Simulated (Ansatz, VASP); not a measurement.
**One calculation of Fe, two programs**

Contents of POSCAR:

```
Fe
1.0
    0.0000000000      1.8140732270      1.8140732270
    1.8140732270      0.0000000000      1.8140732270
    1.8140732270      1.8140732270      0.0000000000
Fe
1
Direct
    0.5000000000      0.5000000000      0.5000000000
```

Contents of INCAR.step1:

```
ALGO     = Normal         # electronic algorithm
EDIFF    = 1E-5           # SCF threshold, eV
EDIFFG   = -0.005         # ionic threshold
ENCUT    = 660            # plane-wave cutoff, eV
GGA      = PE             # functional
GGA_COMPAT= False        
IBRION   = 2              # ionic algorithm
ISIF     = 3              # what is computed and relaxed
ISMEAR   = 0              # smearing method
ISPIN    = 2              # spin polarisation
LASPH    = True           # aspherical terms in the spheres
LCHARG   = False          # write CHGCAR
LMAXMIX  = 4              # l up to which the mixer works
LREAL    = False          # projectors in reciprocal space
LWAVE    = True           # write WAVECAR
MAGMOM   = 3.11           # initial moments
NELM     = 200            # most SCF steps
NELMIN   = 4            
NSW      = 100            # ionic steps
PREC     = Accurate       # precision mode
SIGMA    = 0.1            # smearing width, eV
```

File INCAR.step2:

```
ALGO     = Normal         # electronic algorithm
EDIFF    = 1E-7           # SCF threshold, eV
EDIFFG   = -0.04          # ionic threshold
ENCUT    = 660            # plane-wave cutoff, eV
GGA_COMPAT= False        
IBRION   = 2              # ionic algorithm
ISIF     = 3              # what is computed and relaxed
ISMEAR   = 0              # smearing method
ISPIN    = 2              # spin polarisation
ISTART   = 1            
LASPH    = True           # aspherical terms in the spheres
LCHARG   = False          # write CHGCAR
LMAXMIX  = 4              # l up to which the mixer works
LMIXTAU  = True         
LORBIT   = 11             # projections on sites
LREAL    = False          # projectors in reciprocal space
LWAVE    = False          # write WAVECAR
MAGMOM   = 3.11           # initial moments
METAGGA  = R2SCAN         # meta-GGA
NELM     = 200            # most SCF steps
NELMIN   = 4            
NSW      = 90             # ionic steps
PREC     = Accurate       # precision mode
SIGMA    = 0.1            # smearing width, eV
```

Contents of KPOINTS:

```
k-points
0
Gamma
  8 8 8
```

Input for Ansatz:

```yaml
crystal:
  lattice:
    - [0.0, 1.814073227, 1.814073227]
    - [1.814073227, 0.0, 1.814073227]
    - [1.814073227, 1.814073227, 0.0]
  atoms:
    - { symbol: Fe, position: [0.5, 0.5, 0.5], spin: 3.11 }
basis:
  ecutwfc: 500
kpoints:
  mp_grid: { grid: [8, 8, 8] }
hamiltonian:
  xc: r2scan
scf:
  occupations: { method: gaussian, width: 0.1 }
  lower_state_search: "off"
output:
  forces: true
  stress: true
  eigenvalues: true
  populations: true
magnetization:
  spin_polarized: true
relax:
  adjacent_minimum: "off"
  f_tol: 0.04
  max_steps: 70
  cell: { stress_tol: 0.4 }
```

Alike in both runs: task relaxation of cell and atoms; functional r2SCAN; k mesh 8 × 8 × 8; occupations gaussian, width 0.1 eV; collinear spin.

|  | VASP | Ansatz |
| --- | --- | --- |
| version | VASP 6.6.1 | Ansatz 0.2.0 |
| potentials or method | VASP PAW PBE potentials, release 64 (Fe), cutoff 660 eV | scalar-relativistic, plane waves, PAW |
| valence electrons in the cell | 8 | 16 |

|  | VASP | Ansatz | Ansatz less VASP |
| --- | --- | --- | --- |
| gap on the k mesh at the Fermi level, each at its own relaxed structure (eV) | none | none | - |
| net moment per atom (μB) | 2.70 | 2.70 | 0.000 |
| size of the moment on the site where the two differ most (μB) | 2.75 | 2.83 | +0.074 |
| relaxed volume (Å³/atom) | 11.91 | 11.94 | +0.034 |
| relaxed cell length with the largest relative difference (Å) | 2.563 | 2.565 | +0.0025 |

VASP's potentials were made for PBE, not for r2SCAN. Site moments also hang on the region over which each program counts them. A gap of «none» marks a metal or a gap that the smearing closes. VASP's potentials hold 8 valence electrons a cell and Ansatz's 16, so a difference there can come from the potentials and not from the codes.

The k mesh is coarse, so the values compare programs but aren't converged.
